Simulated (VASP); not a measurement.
# NbAg4 (P-3m1) in VASP: further runs, part 3 of 3

VASP 6.6.1. The steps go on from the part before.

## (5) Single point, PBE

This run uses another cell than the first one, of 17.84 Å³/atom.

Input file INCAR:

```
  PREC = Accurate
  ENCUT = 520
  EDIFF = 1E-6
  ISMEAR = 0
  SIGMA = 0.1
  LREAL = F
  LASPH = T
  NELM = 60
  ALGO = Fast
  ISIF = 2
  LWAVE = F
  LCHARG = F
  GGA = PE
  NBANDS = 36
```

Input file KPOINTS:

```
Automatic mesh
0
Gamma
  12 12 4
```

Input file POSCAR:

```
NbAg4
1.0
    2.9007225452      0.0000000000      0.0000000000
   -1.4503612726      2.5120994135      0.0000000000
    0.0000000000      0.0000000000     12.2407944363
Nb Ag
1 4
Direct
    0.0000000000      0.0000000000      0.0000000000
    0.3333333333      0.6666666667      0.7979125972
    0.3333333333      0.6666666667      0.4005098718
    0.6666666667      0.3333333333      0.2020874028
    0.6666666667      0.3333333333      0.5994901282
```

Potentials or basis: VASP PAW PBE potentials, release 64 (Nb_sv, Ag).

Run with:

```sh
$ cat potpaw_PBE.64/Nb_sv/POTCAR potpaw_PBE.64/Ag/POTCAR > POTCAR
$ mpirun -np 1 vasp_std > vasp.out
```

OUTCAR:

```text
PREC = Accurate
   ENCUT = 520
   EDIFF = 1E-6
   ISMEAR = 0
   LREAL = F
   LASPH = T
   NELM = 60
   ISIF = 2
   GGA = PE

 ion  position               nearest neighbor table
   1  0.000  0.000  0.000-   2 2.99   4 2.99   4 2.99   2 2.99   4 2.99   2 2.99
   2  0.333  0.667  0.798-   5 2.95   5 2.95   5 2.95   1 2.99   1 2.99   1 2.99
   3  0.333  0.667  0.401-   4 2.95   4 2.95   4 2.95   5 2.96   5 2.96   5 2.96
   4  0.667  0.333  0.202-   3 2.95   3 2.95   3 2.95   1 2.99   1 2.99   1 2.99
   5  0.667  0.333  0.599-   2 2.95   2 2.95   2 2.95   3 2.96   3 2.96   3 2.96

  LATTYP: Found a hexagonal cell.
 ALAT       =     2.9007225452
 C/A-ratio  =     4.2199121928

  Lattice vectors:

 A1 = (   2.9007225452,   0.0000000000,   0.0000000000)
 A2 = (  -1.4503612726,   2.5120994135,   0.0000000000)
 A3 = (   0.0000000000,   0.0000000000,  12.2407944363)

Analysis of symmetry for initial positions (statically):
=====================================================================
 Subroutine PRICEL returns:
 Original cell was already a primitive cell.

 Routine SETGRP: Setting up the symmetry group for a
 hexagonal supercell.

 Subroutine GETGRP returns: Found 12 space group operations
 (whereof 12 operations were pure point group operations)
 out of a pool of 24 trial point group operations.

The static configuration has the point symmetry D_3d.

Analysis of symmetry for dynamics (positions and initial velocities):
=====================================================================
 Subroutine PRICEL returns:
 Original cell was already a primitive cell.

 Routine SETGRP: Setting up the symmetry group for a
 hexagonal supercell.

 Subroutine GETGRP returns: Found 12 space group operations
 (whereof 12 operations were pure point group operations)
 out of a pool of 24 trial point group operations.

The dynamic configuration has the point symmetry D_3d.

 Subroutine INISYM returns: Found 12 space group operations
 (whereof 12 operations are pure point group operations),
 and found     1 'primitive' translations

----------------------------------------------------------------------------------------

                                     Primitive cell

  volume of cell :      89.1975

  direct lattice vectors                    reciprocal lattice vectors
     2.900722545  0.000000000  0.000000000     0.344741693  0.199036709  0.000000000
    -1.450361273  2.512099414  0.000000000     0.000000000  0.398073418  0.000000000
     0.000000000  0.000000000 12.240794436     0.000000000  0.000000000  0.081694044

  length of vectors
     2.900722545  2.900722545 12.240794436     0.398073418  0.398073418  0.081694044

  position of ions in fractional coordinates (direct lattice)
     0.000000000  0.000000000  0.000000000
     0.333333333  0.666666667  0.797912597
     0.333333333  0.666666667  0.400509872
     0.666666667  0.333333333  0.202087403
     0.666666667  0.333333333  0.599490128

  ion indices of the primitive-cell ions
   primitive index   ion index
                 1           1
                 2           2
                 3           3
                 4           4
                 5           5

----------------------------------------------------------------------------------------

 KPOINTS: Automatic mesh

Automatic generation of k-mesh.
 Grid dimensions read from file:
 generate k-points for:   12   12    4

 Generating k-lattice:

  Cartesian coordinates                     Fractional coordinates (reciprocal lattice)
     0.028728474  0.016586392  0.000000000     0.083333333  0.000000000  0.000000000
     0.000000000  0.033172785  0.000000000     0.000000000  0.083333333  0.000000000
     0.000000000  0.000000000  0.020423511     0.000000000  0.000000000  0.250000000

  Length of vectors
     0.033172785  0.033172785  0.020423511

  Shift w.r.t. Gamma in fractional coordinates (k-lattice)
     0.000000000  0.000000000  0.000000000

 Subroutine IBZKPT returns following result:
 ===========================================

 Found     69 irreducible k-points:

 Following reciprocal coordinates:
            Coordinates               Weight
  0.000000  0.000000  0.000000      1.000000
  0.083333  0.000000  0.000000      6.000000
  0.166667  0.000000  0.000000      6.000000
  0.250000 -0.000000  0.000000      6.000000
  0.333333  0.000000  0.000000      6.000000
  0.416667 -0.000000  0.000000      6.000000
[... 16 lines left out ...]
  0.166667  0.000000  0.250000      6.000000
  0.000000  0.166667  0.250000      6.000000
 [... further k-points ...]
   k-points           NKPTS =     69   k-points in BZ     NKDIM =     69   number of bands    NBANDS=     36
   number of dos      NEDOS =    301   number of ions     NIONS =      5
   total plane-waves  NPLWV =  55296
   dimension x,y,z NGX =    24 NGY =   24 NGZ =   96
   dimension x,y,z NGXF=    48 NGYF=   48 NGZF=  192
   ions per type =               1   4
   NGX,Y,Z   is equivalent  to a cutoff of  13.75, 13.75, 13.04 a.u.
   NGXF,Y,Z  is equivalent  to a cutoff of  27.51, 27.51, 26.08 a.u.
 SYSTEM =  unknown system
   PREC   = accura    normal or accurate (medium, high low for compatibility)
   ISTART =      0    job   : 0-new  1-cont  2-samecut
   ICHARG =      2    charge: 1-file 2-atom 10-const
   ISPIN  =      1    spin polarized calculation?
   LNONCOLLINEAR =      F non collinear calculations
   LSORBIT =      F    spin-orbit coupling
   LASPH  =      T    aspherical Exc in radial PAW
   ENCUT  =  520.0 eV  38.22 Ry    6.18 a.u.   5.39  5.39 22.76*2*pi/ulx,y,z
   NELM   =     60;   NELMIN=  2; NELMDL= -5     # of ELM steps
   EDIFF  = 0.1E-05   stopping-criterion for ELM
   LREAL  =      F    real-space projection
   EDIFFG = 0.1E-04   stopping-criterion for IOM
   NSW    =      0    number of steps for IOM
   IBRION =     -1    ionic relax: 0-MD 1-quasi-New 2-CG
   NFREE  =      0    steps in history (QN), initial steepest desc. (CG)
   ISIF   =      2    stress and relaxation
   ISYM   =      2    0-nonsym 1-usesym 2-fastsym
   POTIM  = 0.5000    time-step for ionic-motion
   TEBEG  =    0.0;   TEEND  =   0.0 temperature during run
   PSTRESS=    0.0 pullay stress
   NELECT =      57.0000    total number of electrons
   NUPDOWN=      -1.0000    fix difference up-down
   EMIN   =  10.00;   EMAX   =-10.00  energy-range for DOS
   EFERMI =   0.00;   METHOD = LEGACY
   ISMEAR =     0;   SIGMA  =   0.10  broadening in eV -4-tet -1-fermi 0-gaus
   EFERMI_NEDOS =   21; number of points for ismear=-14 and -15
   IALGO  =     68    algorithm
   IMIX   =      4    mixing-type and parameters
     AMIX     =   0.40;   BMIX     =  1.00
     AMIX_MAG =   1.60;   BMIX_MAG =  1.00
  volume/ion in A,a.u.               =      17.84       120.39
  Fermi-wavevector in a.u.,A,eV,Ry     =   1.410097  2.664696 27.053455  1.988373
  Thomas-Fermi vector in A             =   2.532085
   LORBIT       =      0    0 simple, 1 ext, 2 COOP (PROOUT), +10 PAW based schemes
   GGA     = PE    functional components
   LHFCALC =     F    Hartree Fock is set to
   AEXX    =    0.0000 exact exchange contribution
   IVDW    =     0    specifies the selected vdW correction
   LEPSILON=     F    determine dielectric tensor
   LRPA    =     F    only Hartree local field effects (RPA)
 non-spin polarized calculation
 RMM-DIIS sequential band-by-band and
 Gauss-broadening in eV      SIGMA  =   0.10
  energy-cutoff  :      520.00
  volume of cell :       89.20
 maximum number of plane-waves:      2457
 NGX is ok and might be reduce to    24
   NGX = 11   NGY = 11   NGZ = 45

 number of electron      56.9999995 magnetization

 Free energy of the ion-electron system (eV)
  ---------------------------------------------------
  ext. energy  EPLUGINS =         0.00000000
  ---------------------------------------------------
  free energy    TOTEN  =       -20.50160258 eV

  energy without entropy =      -20.48740796  energy(sigma->0) =      -20.49450527

 E-fermi :   8.7165     XC(G=0): -12.0819

 val. band max:        8.7068278115   @ k =   0.3333   0.1667   0.2500
 cond. band min:       8.7388058159   @ k =   0.3333   0.2500   0.5000
 fundamental gap:      0.0319780045
 Fermi energy:         8.7164776165

 k-point     1 :       0.0000    0.0000    0.0000
  band No.  band energies     occupation
      1     -46.3304      2.00000
      2     -22.5394      2.00000
      3     -21.6716      2.00000
      4     -21.6716      2.00000
      5       1.2776      2.00000
      6       2.1197      2.00000
[... 925 lines left out ...]
     35      13.8352      0.00000
     36      16.9975      0.00000

 [... further k-points ...]
[... 5 lines left out ...]
  --------------------------------------------------------------------------------------
  -------------------------------------------------------------------------------------
  Total       -0.0985320     -0.0985320     -0.0660428      0.0000000      0.0000000      0.0000000
  in kB       -1.7698448     -1.7698448     -1.1862703      0.0000000      0.0000000      0.0000000
  external PRESSURE =      -1.5753200 kB  Pullay stress =       0.0000000 kB

 VOLUME and BASIS-vectors are now :
 -----------------------------------------------------------------------------
  energy-cutoff  :      520.00
  volume of cell :       89.20
      direct lattice vectors                 reciprocal lattice vectors
     2.900722545  0.000000000  0.000000000     0.344741693  0.199036709  0.000000000
    -1.450361273  2.512099414  0.000000000     0.000000000  0.398073418  0.000000000
     0.000000000  0.000000000 12.240794436     0.000000000  0.000000000  0.081694044

 POSITION                                       TOTAL-FORCE (eV/Angst)
 -----------------------------------------------------------------------------------
      0.00000      0.00000      0.00000        -0.000000      0.000000      0.000000
     -0.00000      1.67473      9.76708        -0.000000      0.000000      0.004011
     -0.00000      1.67473      4.90256        -0.000000      0.000000     -0.001610
      1.45036      0.83737      2.47371        -0.000000     -0.000000     -0.004011
      1.45036      0.83737      7.33824         0.000000     -0.000000      0.001610
 -----------------------------------------------------------------------------------
    total drift:                               -0.000000      0.000000      0.000000

  FREE ENERGIE OF THE ION-ELECTRON SYSTEM (eV)
  ---------------------------------------------------
  free  energy   TOTEN  =       -20.5016025805 eV

  energy  without entropy=      -20.4874079599  energy(sigma->0) =      -20.49450527
```

Run time: 2.9 min. Hardware: 1 thread of AMD EPYC 9R45 (Zen 5), shared host; peak memory 0.32 GiB.

What came out:

- Free energy: -20.5016 eV
- Pressure: -0.2 GPa
- Largest force: 0.004 eV/Å
- Band gap on the k mesh: zero (an odd number of electrons rules out a gap without spin polarisation)

Forces on the atoms (eV/Å):
```
Nb   0.000  0.000  0.000
Ag   0.000  0.000  0.004
Ag   0.000  0.000 -0.002
Ag   0.000  0.000 -0.004
Ag   0.000  0.000  0.002
```

Levels at points of the mesh, in eV from the Fermi level:
| k point | band 27 | band 28 | band 29 | band 30 | band 31 | band 32 |
| --- | --- | --- | --- | --- | --- | --- |
| (0.00, 0.00, 0.00) | -3.20 | -2.91 | -1.85 | -1.03 | 0.42 | 0.42 |
| (0.50, 0.00, 0.00) | -0.23 | 0.24 | 0.54 | 1.40 | 2.08 | 2.22 |
| (0.00, 0.00, 0.50) | -3.20 | -3.20 | -1.99 | -0.36 | 0.42 | 0.42 |
| (0.50, 0.00, 0.50) | -0.30 | 0.08 | 0.90 | 1.32 | 2.08 | 2.24 |

## (6) Relaxation of cell and atoms, PBE

This run uses another cell than the first one, of 17.82 Å³/atom.

Input file INCAR:

```
SYSTEM = NbAg4
PREC = Accurate ; ENCUT = 600
EDIFF = 1E-6 ; ISMEAR = 0
SIGMA = 0.1 ; LREAL = .False.
LASPH = .True. ; NELM = 60
ALGO = Fast ; ISIF = 3
LWAVE = .False. ; LCHARG = .False.
GGA = PE ; IBRION = 2
NSW = 100 ; EDIFFG = -0.01
```

Input file KPOINTS:

```
regular mesh
0
Gamma
  12 12 4
  0 0 0
```

Input file POSCAR:

```
NbAg4
1.0
    2.9160479526      0.0000000000      0.0000000000
   -1.4580239763      2.5253716056      0.0000000000
    0.0000000000      0.0000000000     12.1025144516
Nb Ag
1 4
Direct
    0.0000000000      0.0000000000      0.0000000000
    0.3333333333      0.6666666667      0.7971175997
    0.3333333333      0.6666666667      0.4011259283
    0.6666666667      0.3333333333      0.2028824003
    0.6666666667      0.3333333333      0.5988740717
```

Potentials or basis: VASP PAW PBE potentials, release 64 (Nb_sv, Ag).

Run with:

```sh
$ cat potpaw_PBE.64/Nb_sv/POTCAR potpaw_PBE.64/Ag/POTCAR > POTCAR
$ mpirun -np 1 vasp_std > vasp.out
```

Run time: 12 min. Hardware: 1 thread of AMD EPYC 9R45 (Zen 5), shared host; peak memory 0.36 GiB.

It converged, with:

- Free energy: -20.5005 eV
- Relaxed volume: 17.81 Å³/atom
- Relaxed cell: a = 2.899 Å, b = 2.899 Å, c = 12.237 Å, α = 90.00°, β = 90.00°, γ = 120.00°
- Space group after relaxing (to 0.1 Å): P-3m1 (No. 164)
- Energy gained by relaxing: 1.4 meV/atom
- Ionic steps: 8
- Pressure after relaxing: 0.0 GPa
- Largest force after relaxing: 0.003 eV/Å
- Band gap on the k mesh: zero (an odd number of electrons rules out a gap without spin polarisation)

Forces in eV/Å, atoms in the order of the input:
```
Nb   0.000  0.000  0.000
Ag   0.000  0.000 -0.001
Ag   0.000  0.000 -0.003
Ag   0.000  0.000  0.001
Ag   0.000  0.000  0.003
```

The path:
```
step  energy change (eV)  largest force (eV/Å)  pressure (GPa)  volume (Å³)
   1              0.0000                0.0232           -0.21        89.12
   2             -0.0055                0.0267            0.20        88.82
   3             -0.0059                0.0295            0.38        88.71
   4             -0.0063                0.0350           -0.23        89.24
   5             -0.0064                0.0337           -0.04        89.05
   6             -0.0066                0.0234           -0.02        89.05
   7             -0.0067                0.0159           -0.03        89.06
   8             -0.0068                0.0031           -0.01        89.07
```

Final structure:
```yaml
crystal:
  lattice:
    - [2.89906, 0.00000, 0.00000]
    - [-1.44953, 2.51066, 0.00000]
    - [0.00000, 0.00000, 12.23677]
  atoms:
    - { symbol: Nb, position: [0.00000, 0.00000, 0.00000] }
    - { symbol: Ag, position: [0.33333, 0.66667, 0.79793] }
    - { symbol: Ag, position: [0.33333, 0.66667, 0.40053] }
    - { symbol: Ag, position: [0.66667, 0.33333, 0.20207] }
    - { symbol: Ag, position: [0.66667, 0.33333, 0.59947] }
```

Levels at points of the mesh, in eV from the Fermi level:
```
           k point  band 27  band 28  band 29  band 30  band 31  band 32
(0.00, 0.00, 0.00)    -3.20    -2.91    -1.85    -1.04     0.42     0.42
(0.50, 0.00, 0.00)    -0.23     0.24     0.54     1.40     2.09     2.23
(0.00, 0.00, 0.50)    -3.21    -3.21    -1.99    -0.37     0.42     0.42
(0.50, 0.00, 0.50)    -0.30     0.08     0.90     1.33     2.08     2.24
```

## (7) The runs side by side

| task | cell | k mesh | cutoff (eV) | gap on the mesh (eV) | pressure (GPa) | relaxed volume (Å³/atom) | largest force (eV/Å) |
| --- | --- | --- | --- | --- | --- | --- | --- |
| single point | a = 3.156, b = 3.156, c = 10.149 Å, angles 90.0, 90.0, 120.0°, 5 atoms, atomic positions A | 6 × 6 × 2 | 520 | none | 50.2 | - | 11.58 |
| single point | a = 2.916, b = 2.916, c = 12.103 Å, angles 90.0, 90.0, 120.0°, 5 atoms, atomic positions B | 6 × 6 × 2 | 520 | none | -0.1 | - | - |
| relaxation of cell and atoms | relaxed from a = 3.156, b = 3.156, c = 10.149 Å, angles 90.0, 90.0, 120.0°, 5 atoms, atomic positions A | 6 × 6 × 2 | 600 | none | 0.2 | 17.77 | 0.03 |
| single point | a = 2.901, b = 2.901, c = 12.241 Å, angles 90.0, 90.0, 120.0°, 5 atoms, atomic positions B | 12 × 12 × 4 | 520 | none | -0.2 | - | - |
| relaxation of cell and atoms | relaxed from a = 2.916, b = 2.916, c = 12.103 Å, angles 90.0, 90.0, 120.0°, 5 atoms, atomic positions B | 12 × 12 × 4 | 600 | none | 0.0 | 17.81 | - |

Alike in all rows: level PBE; potentials or basis VASP PAW PBE potentials, release 64 (Nb_sv, Ag); no spin polarisation; smearing gaussian 0.1 eV.

Caveats: some runs use coarse meshes; forces of over 1 eV/Å act on the atoms, so gaps and moduli don't describe the material at rest (at least some runs); a cell axis changed by over 15 % at a fixed basis, so the end point is rough (at least some runs).

Absolute energies hang on the potentials; compare differences alone.
